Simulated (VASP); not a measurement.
Set up this calculation in VASP 6.6.1, as the native input.

| Item | Value |
| --- | --- |
| Task | single point |
| Functional | r2SCAN |
| Potentials or basis | VASP PAW PBE potentials, release 64 (Si, N) |
| Cutoff | 520 eV |
| k mesh | 6 × 6 × 8 |
| Occupations | gaussian, width 0.01 eV |
| Spin | no spin polarisation |
| Dipole correction | no |
| Further INCAR settings | ALGO = Normal; EDIFF = 1e-06; NBANDS = 45 |

Si3N4:

```xyz
14
Lattice="7.6817 0.0000 0.0000 -3.8409 6.6526 0.0000 0.0000 0.0000 2.9347" Properties=species:S:1:pos:R:3 pbc="T T T"
Si   -1.4018    5.4760    2.2010
Si    2.2384    1.5240    0.7337
Si    4.0415    3.9520    0.7337
Si   -0.2006    2.7005    2.2010
Si    1.6024    5.1286    2.2010
Si    5.2427    1.1765    0.7337
N     0.0000    4.4350    2.2010
N     3.8409    2.2175    0.7337
N     4.8594    4.4530    2.2010
N    -1.4267    6.4348    0.7337
N     2.4452    4.6707    0.7337
N     1.3956    1.9818    2.2010
N    -1.0185    2.1996    0.7337
N     5.2676    0.2177    2.2010
```

This cell differs from its parent crystal: strain +1.0%.

These files were run (other wordings do the same):

POSCAR

```
Si3N4
1.0
    7.6817206964      0.0000000000      0.0000000000
   -3.8408603482      6.6525652678      0.0000000000
    0.0000000000      0.0000000000      2.9347029311
Si N
6 8
Direct
    0.2290856309      0.8231467635      0.7500000000
    0.4059388673      0.2290856309      0.2500000000
    0.8231467635      0.5940611327      0.2500000000
    0.1768532365      0.4059388673      0.7500000000
    0.5940611327      0.7709143691      0.7500000000
    0.7709143691      0.1768532365      0.2500000000
    0.3333333333      0.6666666667      0.7500000000
    0.6666666667      0.3333333333      0.2500000000
    0.9672689062      0.6693634603      0.7500000000
    0.2979054458      0.9672689062      0.2500000000
    0.6693634603      0.7020945542      0.2500000000
    0.3306365397      0.2979054458      0.7500000000
    0.0327310938      0.3306365397      0.2500000000
    0.7020945542      0.0327310938      0.7500000000
```

INCAR.step1

```
  ALGO = Normal
  EDIFF = 1E-4
  ENCUT = 520
  GGA = PE
  ISMEAR = 0
  LASPH = True
  LCHARG = False
  LREAL = False
  LWAVE = True
  NBANDS = 45
  NELM = 80
  PREC = Accurate
  SIGMA = 0.01
```

INCAR.step2

```
  ALGO = Normal
  EDIFF = 1E-6
  ENCUT = 520
  ISIF = 2
  ISMEAR = 0
  ISTART = 1
  LASPH = True
  LCHARG = False
  LMIXTAU = True
  LREAL = False
  LWAVE = False
  METAGGA = R2SCAN
  NBANDS = 45
  NELM = 80
  PREC = Accurate
  SIGMA = 0.01
```

KPOINTS

```
k-points
0
Gamma
  6 6 8
```

Potentials or basis: VASP PAW PBE potentials, release 64 (Si, N).

Launch:

```console
$ cat potpaw_PBE.64/Si/POTCAR potpaw_PBE.64/N/POTCAR > POTCAR
$ cp INCAR.step1 INCAR
$ mpirun -np 1 vasp_std > vasp.out
$ cp INCAR.step2 INCAR
$ mpirun -np 1 vasp_std > vasp.out
```

Results of the run:

| Quantity | Value |
| --- | --- |
| Pressure | -7.3 GPa |
| Band gap on the k mesh | 4.88 eV (least direct gap 5.07 eV) |

Caveat: the cell differs from its parent crystal (strain +1.0%); the cell stands under tension; the PAW data sets were made with another functional, which shifts forces and pressure a little.

Run time: 6.3 min on 1 thread of Intel(R) Xeon(R) 6975P-C (Granite Rapids), on a shared host, peak memory 0.41 GiB.
